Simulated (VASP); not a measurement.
# ZnCu (R3m) in VASP: further runs

Runs on ZnCu. Level: PBEsol. Tasks: single point.

All numbers are computed with VASP 6.6.1; they aren't measurements. Logs are shortened: lines on timing, memory, paths and dates and some standing lists are left out, and cuts for length are marked.

### Step 1. The cell of the first run

The structure is trigonal, space group R3m (No. 160). The conventional cell has a = 4.165 Å, b = 4.165 Å, c = 5.101 Å, α = 90.00°, β = 90.00°, γ = 120.00°. Zn (site symmetry 3m) has 8 Cu at 2.25 to 2.85 Å and 6 Zn at 2.94 to 2.95 Å within 3.0 Å. Cu (site symmetry 3m) has 8 Zn at 2.25 to 2.85 Å and 6 Cu at 2.94 Å within 3.0 Å.

### Step 2. Single point, PBEsol

The input, INCAR:

```
PREC     = Accurate       # precision mode
ENCUT    = 520            # plane-wave cutoff, eV
EDIFF    = 1E-6           # SCF threshold, eV
ISMEAR   = 0              # smearing method
SIGMA    = 0.15           # smearing width, eV
LREAL    = False          # projectors in reciprocal space
LASPH    = True           # aspherical terms in the spheres
NELM     = 60             # most SCF steps
ALGO     = Fast           # electronic algorithm
ISIF     = 2              # what is computed and relaxed
LWAVE    = False          # write WAVECAR
LCHARG   = True           # write CHGCAR
GGA      = PS             # functional
LELF     = True           # ELF
LVHAR    = True         
NBANDS   = 18             # bands
```

The input, KPOINTS:

```
regular mesh
0
Gamma
  16 16 16
```

The input, POSCAR:

```
ZnCu
1.0
    2.9450000000      0.0000000000      0.0000000000
    0.0000000000      2.9450000000      0.0000000000
    0.0000000000      0.0000000000      2.9450000000
Zn Cu
1 1
Direct
    0.5588132702      0.5588132702      0.5588132702
    0.0000000000      0.0000000000      0.0000000000
```

Potentials or basis: VASP PAW PBE potentials, release 64 (Zn, Cu).

Command:

```console
> cat potpaw_PBE.64/Zn/POTCAR potpaw_PBE.64/Cu/POTCAR > POTCAR
> mpirun -np 1 vasp_std > vasp.out
```

OUTCAR:

```text
PREC = Accurate
   ENCUT = 520
   EDIFF = 1E-6
   ISMEAR = 0
   LREAL = False
   LASPH = True
   NELM = 60
   ISIF = 2
   GGA = PS

 ion  position               nearest neighbor table
   1  0.559  0.559  0.559-   2 2.25   2 2.47   2 2.47   2 2.47   2 2.67   2 2.67   2 2.67   2 2.85

   2  0.000  0.000  0.000-   1 2.25   1 2.47   1 2.47   1 2.47   1 2.67   1 2.67   1 2.67   1 2.85

  LATTYP: Found a simple cubic cell.
 ALAT       =     2.9450000000

  Lattice vectors:

 A1 = (   2.9450000000,   0.0000000000,   0.0000000000)
 A2 = (   0.0000000000,   2.9450000000,   0.0000000000)
 A3 = (   0.0000000000,   0.0000000000,   2.9450000000)

Analysis of symmetry for initial positions (statically):
=====================================================================
 Subroutine PRICEL returns:
 Original cell was already a primitive cell.

 Routine SETGRP: Setting up the symmetry group for a
 simple cubic supercell.

 Subroutine GETGRP returns: Found  6 space group operations
 (whereof  6 operations were pure point group operations)
 out of a pool of 48 trial point group operations.

The static configuration has the point symmetry C_3v.

Analysis of symmetry for dynamics (positions and initial velocities):
=====================================================================
 Subroutine PRICEL returns:
 Original cell was already a primitive cell.

 Routine SETGRP: Setting up the symmetry group for a
 simple cubic supercell.

 Subroutine GETGRP returns: Found  6 space group operations
 (whereof  6 operations were pure point group operations)
 out of a pool of 48 trial point group operations.

The dynamic configuration has the point symmetry C_3v.

 Subroutine INISYM returns: Found  6 space group operations
 (whereof  6 operations are pure point group operations),
 and found     1 'primitive' translations

----------------------------------------------------------------------------------------

                                     Primitive cell

  volume of cell :      25.5421

  direct lattice vectors                    reciprocal lattice vectors
     2.945000000  0.000000000  0.000000000     0.339558574  0.000000000  0.000000000
     0.000000000  2.945000000  0.000000000     0.000000000  0.339558574  0.000000000
     0.000000000  0.000000000  2.945000000     0.000000000  0.000000000  0.339558574

  length of vectors
     2.945000000  2.945000000  2.945000000     0.339558574  0.339558574  0.339558574

[... 79 lines left out ...]
   NELM   =     60;   NELMIN=  2; NELMDL= -5     # of ELM steps
   EDIFF  = 0.1E-05   stopping-criterion for ELM
   LREAL  =      F    real-space projection
   EDIFFG = 0.1E-04   stopping-criterion for IOM
   NSW    =      0    number of steps for IOM
   IBRION =     -1    ionic relax: 0-MD 1-quasi-New 2-CG
   NFREE  =      0    steps in history (QN), initial steepest desc. (CG)
   ISIF   =      2    stress and relaxation
   ISYM   =      2    0-nonsym 1-usesym 2-fastsym
   POTIM  = 0.5000    time-step for ionic-motion
   TEBEG  =    0.0;   TEEND  =   0.0 temperature during run
   PSTRESS=    0.0 pullay stress
   NELECT =      23.0000    total number of electrons
   NUPDOWN=      -1.0000    fix difference up-down
   EMIN   =  10.00;   EMAX   =-10.00  energy-range for DOS
   EFERMI =   0.00;   METHOD = LEGACY
   ISMEAR =     0;   SIGMA  =   0.15  broadening in eV -4-tet -1-fermi 0-gaus
   EFERMI_NEDOS =   21; number of points for ismear=-14 and -15
   IALGO  =     68    algorithm
   IMIX   =      4    mixing-type and parameters
     AMIX     =   0.40;   BMIX     =  1.00
     AMIX_MAG =   1.60;   BMIX_MAG =  1.00
  volume/ion in A,a.u.               =      12.77        86.18
  Fermi-wavevector in a.u.,A,eV,Ry     =   1.580880  2.987429 34.003415  2.499180
  Thomas-Fermi vector in A             =   2.681040
   LORBIT       =      0    0 simple, 1 ext, 2 COOP (PROOUT), +10 PAW based schemes
   GGA     = PS    functional components
   LHFCALC =     F    Hartree Fock is set to
   AEXX    =    0.0000 exact exchange contribution
   IVDW    =     0    specifies the selected vdW correction
   LEPSILON=     F    determine dielectric tensor
   LRPA    =     F    only Hartree local field effects (RPA)
 non-spin polarized calculation
 RMM-DIIS sequential band-by-band and
 Gauss-broadening in eV      SIGMA  =   0.15
  energy-cutoff  :      520.00
  volume of cell :       25.54
 maximum number of plane-waves:       715
 NGX is ok and might be reduce to    24
   NGX = 11   NGY = 11   NGZ = 11

 number of electron      23.0000006 magnetization

 Free energy of the ion-electron system (eV)
  ---------------------------------------------------
  ext. energy  EPLUGINS =         0.00000000
  ---------------------------------------------------
  free energy    TOTEN  =        -5.85702967 eV

  energy without entropy =       -5.85080236  energy(sigma->0) =       -5.85391602

 E-fermi :   5.3241     XC(G=0): -12.5423

 val. band max:        5.3041783468   @ k =  -0.3125   0.3750   0.1250
 cond. band min:       5.3292462227   @ k =  -0.3125   0.0625   0.1250
 fundamental gap:      0.0250678759
 Fermi energy:         5.3240985317

 k-point     1 :       0.0000    0.0000    0.0000
  band No.  band energies     occupation
      1      -5.0071      2.00000
      2      -2.5068      2.00000
      3      -2.5068      2.00000
      4      -1.8823      2.00000
      5      -1.7665      2.00000
      6      -1.7665      2.00000
[... 481 lines left out ...]
      5      -1.7616      2.00000
      6      -0.6954      2.00000
[... 10 lines left out ...]
     17      19.4052      0.00000
     18      20.3403      0.00000

 [... further k-points ...]

------------------------ aborting loop because EDIFF is reached ----------------------------------------

  FORCE on cell =-STRESS in cart. coord.  units (eV):
  Direction    XX          YY          ZZ          XY          YZ          ZX
  --------------------------------------------------------------------------------------
  -------------------------------------------------------------------------------------
  Total        0.1952842      0.1952842      0.1952842      0.6085581      0.6085581      0.6085581
  in kB       12.2495981     12.2495981     12.2495981     38.1730391     38.1730391     38.1730391
  external PRESSURE =      12.2495981 kB  Pullay stress =       0.0000000 kB

 VOLUME and BASIS-vectors are now :
 -----------------------------------------------------------------------------
  energy-cutoff  :      520.00
  volume of cell :       25.54
      direct lattice vectors                 reciprocal lattice vectors
     2.945000000  0.000000000  0.000000000     0.339558574  0.000000000  0.000000000
     0.000000000  2.945000000  0.000000000     0.000000000  0.339558574  0.000000000
     0.000000000  0.000000000  2.945000000     0.000000000  0.000000000  0.339558574

 POSITION                                       TOTAL-FORCE (eV/Angst)
 -----------------------------------------------------------------------------------
      1.64571      1.64571      1.64571        -0.996989     -0.996989     -0.996989
      0.00000      0.00000      0.00000         0.996989      0.996989      0.996989
 -----------------------------------------------------------------------------------
    total drift:                                0.000634      0.000634      0.000601

  FREE ENERGIE OF THE ION-ELECTRON SYSTEM (eV)
  ---------------------------------------------------
  free  energy   TOTEN  =        -5.8570296673 eV

  energy  without entropy=       -5.8508023634  energy(sigma->0) =       -5.85391602
```

OSZICAR:

```text
N       E                     dE             d eps       ncg     rms          rms(c)
DAV:   1     0.116965588864E+03    0.11697E+03   -0.11274E+04 16004   0.213E+03
DAV:   2    -0.220957385541E+01   -0.11918E+03   -0.11439E+03 15094   0.303E+02
DAV:   3    -0.711869954594E+01   -0.49091E+01   -0.48531E+01 16934   0.764E+01
DAV:   4    -0.715900129518E+01   -0.40302E-01   -0.40287E-01 17058   0.641E+00
DAV:   5    -0.715955527764E+01   -0.55398E-03   -0.55397E-03 16776   0.777E-01    0.104E+01
RMM:   6    -0.696770106547E+01    0.19185E+00   -0.10367E+01 17450   0.524E+01    0.710E+00
RMM:   7    -0.586881802890E+01    0.10989E+01   -0.26332E+00 16979   0.251E+01    0.257E+00
RMM:   8    -0.586299588127E+01    0.58221E-02   -0.35070E-02 17682   0.292E+00    0.115E+00
RMM:   9    -0.585783028877E+01    0.51656E-02   -0.16695E-02 17603   0.192E+00    0.283E-01
RMM:  10    -0.585697236014E+01    0.85793E-03   -0.80418E-03 18028   0.115E+00    0.104E-01
RMM:  11    -0.585701432533E+01   -0.41965E-04   -0.17503E-03 19926   0.616E-01    0.720E-02
RMM:  12    -0.585702801617E+01   -0.13691E-04   -0.71382E-04 18784   0.271E-01    0.461E-02
RMM:  13    -0.585701908935E+01    0.89268E-05   -0.23395E-04 18782   0.210E-01    0.123E-02
RMM:  14    -0.585703097229E+01   -0.11883E-04   -0.12401E-04 18232   0.840E-02    0.143E-02
RMM:  15    -0.585703317755E+01   -0.22053E-05   -0.22986E-05 17438   0.334E-02    0.148E-02
RMM:  16    -0.585703008754E+01    0.30900E-05   -0.31670E-06 15450   0.239E-02    0.627E-03
RMM:  17    -0.585702966727E+01    0.42027E-06   -0.10322E-06 12032   0.993E-03
   1 F= -.58570297E+01 E0= -.58539160E+01  d E =-.622730E-02
```

Wall time 3.7 min (1 thread of Oxide Virtual Turin-like, shared host); peak memory 0.27 GiB.

Results:

```yaml
Free_energy: -5.8570 eV
Pressure: 1.2 GPa
Largest_force: 1.727 eV/Å
Band_gap_on_the_k_mesh: zero (an odd number of electrons rules out a gap without spin polarisation)
```

Forces on the atoms (eV/Å):
```
Zn  -0.997 -0.997 -0.997
Cu   0.997  0.997  0.997
```

Stress tensor (GPa, compression positive):
```
1.22 3.82 3.82
3.82 1.22 3.82
3.82 3.82 1.22
```

Levels at points of the mesh, in eV from the Fermi level:
| k point | band 7 | band 8 | band 9 | band 10 | band 11 | band 12 | band 13 | band 14 | band 15 | band 16 |
| --- | --- | --- | --- | --- | --- | --- | --- | --- | --- | --- |
| (0.00, 0.00, 0.00) | -3.62 | -3.62 | -2.76 | -2.76 | -2.74 | 6.37 | 6.42 | 6.42 | 11.15 | 11.15 |
| (0.50, 0.00, 0.00) | -5.12 | -3.64 | -3.25 | -3.22 | -2.77 | -2.00 | 11.16 | 11.23 | 12.40 | 12.49 |
| (0.50, 0.50, 0.00) | -3.48 | -2.93 | -2.92 | -2.51 | -1.85 | -1.76 | 1.74 | 2.13 | 14.04 | 15.65 |
| (0.50, 0.50, 0.50) | -4.29 | -4.29 | -2.49 | -2.49 | 3.12 | 3.82 | 3.82 | 4.00 | 5.10 | 5.10 |

Caveat: the cell differs from its parent crystal (all Zn atoms moved -0.300 Å, as atom 1 towards its neighbour atom 2 (Cu) at 2.550 Å); the PAW data sets were made with another functional, which shifts forces and pressure a little.

### Step 3. Single point, PBEsol

The input, INCAR:

```
  PREC = Accurate
  ENCUT = 520
  EDIFF = 1E-7
  ISMEAR = 0
  SIGMA = 0.15
  LREAL = False
  LASPH = True
  NELM = 80
  ALGO = Fast
  ISIF = 2
  LWAVE = False
  LCHARG = False
  GGA = PS
  NBANDS = 18
```

The input, KPOINTS:

```
Automatic mesh
0
Gamma
  16 16 16
```

Edit POSCAR of step 2 so:

```diff
@@ -8,3 +8,3 @@
 Direct
-    0.5588132702      0.5588132702      0.5588132702
+    0.4558900473      0.4558900473      0.4558900473
     0.0000000000      0.0000000000      0.0000000000
```

Potentials or basis: VASP PAW PBE potentials, release 64 (Zn, Cu).

Command:

```console
> cat potpaw_PBE.64/Zn/POTCAR potpaw_PBE.64/Cu/POTCAR > POTCAR
> mpirun -np 1 vasp_std > vasp.out
```

Run time: 3.4 min. Hardware: 1 thread of Oxide Virtual Turin-like, shared host; peak memory 0.27 GiB.

It converged, with:

| Item | Value |
| --- | --- |
| Free energy | -5.9644 eV |
| Pressure | -1.3 GPa |
| Largest force | 1.163 eV/Å |
| Band gap on the k mesh | zero (an odd number of electrons rules out a gap without spin polarisation) |

Forces in eV/Å, atoms in the order of the input:
```
Zn   0.672  0.672  0.672
Cu  -0.672 -0.672 -0.672
```

Stress tensor (GPa, compression positive):
```
-1.32  2.05  2.05
 2.05 -1.32  2.05
 2.05  2.05 -1.32
```

Levels at points of the mesh, in eV from the Fermi level:
```
           k point  band 10  band 11  band 12  band 13  band 14  band 15
(0.00, 0.00, 0.00)    -2.74    -2.72     6.30     6.33     6.33    11.21
(0.50, 0.00, 0.00)    -3.24    -2.78    -1.99    11.35    11.39    12.39
(0.50, 0.50, 0.00)    -2.49    -1.87    -1.82     1.76     2.11    13.99
(0.50, 0.50, 0.50)    -2.47     3.40     3.97     3.97     3.97     4.94
```

Caveat: the cell differs from its parent crystal (all Zn atoms moved +0.225 Å, as atom 1 towards its neighbour atom 2 (Cu) at 2.550 Å); the PAW data sets were made with another functional, which shifts forces and pressure a little.

### Step 4. Single point, PBEsol

The input, INCAR:

```
ALGO     = Fast           # electronic algorithm
EDIFF    = 1E-6           # SCF threshold, eV
ENCUT    = 520            # plane-wave cutoff, eV
GGA      = PS             # functional
ISIF     = 2              # what is computed and relaxed
ISMEAR   = 0              # smearing method
LASPH    = True           # aspherical terms in the spheres
LCHARG   = False          # write CHGCAR
LREAL    = False          # projectors in reciprocal space
LWAVE    = False          # write WAVECAR
NBANDS   = 18             # bands
NELM     = 60             # most SCF steps
PREC     = Accurate       # precision mode
SIGMA    = 0.15           # smearing width, eV
```

The input, KPOINTS:

```
k-points
0
Gamma
  16 16 16
```

Edit POSCAR of step 3 so:

```diff
@@ -8,3 +8,3 @@
 Direct
-    0.4558900473      0.4558900473      0.4558900473
+    0.5294066351      0.5294066351      0.5294066351
     0.0000000000      0.0000000000      0.0000000000
```

Potentials or basis: VASP PAW PBE potentials, release 64 (Zn, Cu).

Command:

```console
> cat potpaw_PBE.64/Zn/POTCAR potpaw_PBE.64/Cu/POTCAR > POTCAR
> mpirun -np 1 vasp_std > vasp.out
```

OUTCAR:

```text
EDIFF = 1E-6
   ENCUT = 520
   GGA = PS
   ISIF = 2
   ISMEAR = 0
   LASPH = True
   LREAL = False
   NELM = 60
   PREC = Accurate

 ion  position               nearest neighbor table
   1  0.529  0.529  0.529-   2 2.40   2 2.50   2 2.50   2 2.50   2 2.60   2 2.60   2 2.60   2 2.70

   2  0.000  0.000  0.000-   1 2.40   1 2.50   1 2.50   1 2.50   1 2.60   1 2.60   1 2.60   1 2.70

  LATTYP: Found a simple cubic cell.
 ALAT       =     2.9450000000

  Lattice vectors:

 A1 = (   2.9450000000,   0.0000000000,   0.0000000000)
 A2 = (   0.0000000000,   2.9450000000,   0.0000000000)
 A3 = (   0.0000000000,   0.0000000000,   2.9450000000)

Analysis of symmetry for initial positions (statically):
=====================================================================
 Subroutine PRICEL returns:
 Original cell was already a primitive cell.

 Routine SETGRP: Setting up the symmetry group for a
 simple cubic supercell.

 Subroutine GETGRP returns: Found  6 space group operations
 (whereof  6 operations were pure point group operations)
 out of a pool of 48 trial point group operations.

The static configuration has the point symmetry C_3v.

[... 161 lines left out ...]

 E-fermi :   5.3382     XC(G=0): -12.5599

 val. band max:        5.3337875432   @ k =  -0.3125   0.4375   0.4375
 cond. band min:       5.3520111135   @ k =   0.5000   0.3750   0.3125
 fundamental gap:      0.0182235702
 Fermi energy:         5.3382465112

 k-point     1 :       0.0000    0.0000    0.0000
  band No.  band energies     occupation
      1      -5.0039      2.00000
      2      -2.4680      2.00000
      3      -2.4680      2.00000
      4      -1.7873      2.00000
      5      -1.7590      2.00000
      6      -1.7590      2.00000
[... 481 lines left out ...]
      5      -1.7071      2.00000
      6      -0.6708      2.00000
[... 10 lines left out ...]
     17      19.2573      0.00000
     18      20.2440      0.00000

 [... further k-points ...]

------------------------ aborting loop because EDIFF is reached ----------------------------------------

  FORCE on cell =-STRESS in cart. coord.  units (eV):
  Direction    XX          YY          ZZ          XY          YZ          ZX
  --------------------------------------------------------------------------------------
  -------------------------------------------------------------------------------------
  Total       -0.4878612     -0.4878612     -0.4878612      0.1398204      0.1398204      0.1398204
  in kB      -30.6020797    -30.6020797    -30.6020797      8.7705153      8.7705153      8.7705153
  external PRESSURE =     -30.6020797 kB  Pullay stress =       0.0000000 kB

 VOLUME and BASIS-vectors are now :
 -----------------------------------------------------------------------------
  energy-cutoff  :      520.00
  volume of cell :       25.54
      direct lattice vectors                 reciprocal lattice vectors
     2.945000000  0.000000000  0.000000000     0.339558574  0.000000000  0.000000000
     0.000000000  2.945000000  0.000000000     0.000000000  0.339558574  0.000000000
     0.000000000  0.000000000  2.945000000     0.000000000  0.000000000  0.339558574

 POSITION                                       TOTAL-FORCE (eV/Angst)
 -----------------------------------------------------------------------------------
      1.55910      1.55910      1.55910        -0.414467     -0.414467     -0.414467
      0.00000      0.00000      0.00000         0.414467      0.414467      0.414467
 -----------------------------------------------------------------------------------
    total drift:                                0.000377      0.000377      0.000397

  FREE ENERGIE OF THE ION-ELECTRON SYSTEM (eV)
  ---------------------------------------------------
  free  energy   TOTEN  =        -6.0343787184 eV

  energy  without entropy=       -6.0276654711  energy(sigma->0) =       -6.03102209
```

stdout:

```text
POSCAR found type information on POSCAR ZnCu
 POSCAR found :  2 types and       2 ions
 scaLAPACK will be used
 -----------------------------------------------------------------------------
|                                                                             |
|                                                                             |
|     You enforced a specific xc type in the INCAR file but a different       |
|     I HOPE YOU KNOW WHAT YOU ARE DOING!                                     |
|                                                                             |
 -----------------------------------------------------------------------------

 LDA part: xc-table for (Slater+PW92), standard interpolation
 POSCAR, INCAR and KPOINTS ok, starting setup
 FFT: planning ... GRIDC
 FFT: planning ... GRID_SOFT
 FFT: planning ... GRID
 WAVECAR not read
 entering main loop
```

Run time: 3.5 min. Hardware: 1 thread of Oxide Virtual Turin-like, shared host; peak memory 0.27 GiB.

What came out:

* Free energy: -6.0344 eV
* Pressure: -3.1 GPa
* Largest force: 0.718 eV/Å
* Band gap on the k mesh: zero (an odd number of electrons rules out a gap without spin polarisation)

Forces on the atoms (eV/Å):
```
Zn  -0.414 -0.414 -0.414
Cu   0.414  0.414  0.414
```

Caveat: the cell differs from its parent crystal (all Zn atoms moved -0.150 Å, as atom 1 towards its neighbour atom 2 (Cu) at 2.550 Å); the cell stands under tension; the PAW data sets were made with another functional, which shifts forces and pressure a little.

### Step 5. The runs side by side

| cell | further INCAR settings | gap on the mesh (eV) | pressure (GPa) | largest force (eV/Å) |
| --- | --- | --- | --- | --- |
| as given, atomic positions A | ALGO = Fast; EDIFF = 1e-06; NBANDS = 18 | none | 1.2 | 1.73 |
| as given, atomic positions B | ALGO = Fast; EDIFF = 1e-07; NBANDS = 18 | none | -1.3 | 1.16 |
| as given, atomic positions C | ALGO = Fast; EDIFF = 1e-06; NBANDS = 18 | none | -3.1 | 0.72 |

Alike in all rows: task single point; level PBEsol; potentials or basis VASP PAW PBE potentials, release 64 (Zn, Cu); no spin polarisation; k mesh 16 × 16 × 16; cutoff (eV) 520; smearing gaussian 0.15 eV.

Caveats: the PAW data sets were made with another functional, which shifts forces and pressure a little; the cell stands under tension (at least some runs).

Absolute energies hang on the potentials; compare differences alone.

The gap in the log of VASP goes by the Fermi energy; the results here count the filled bands.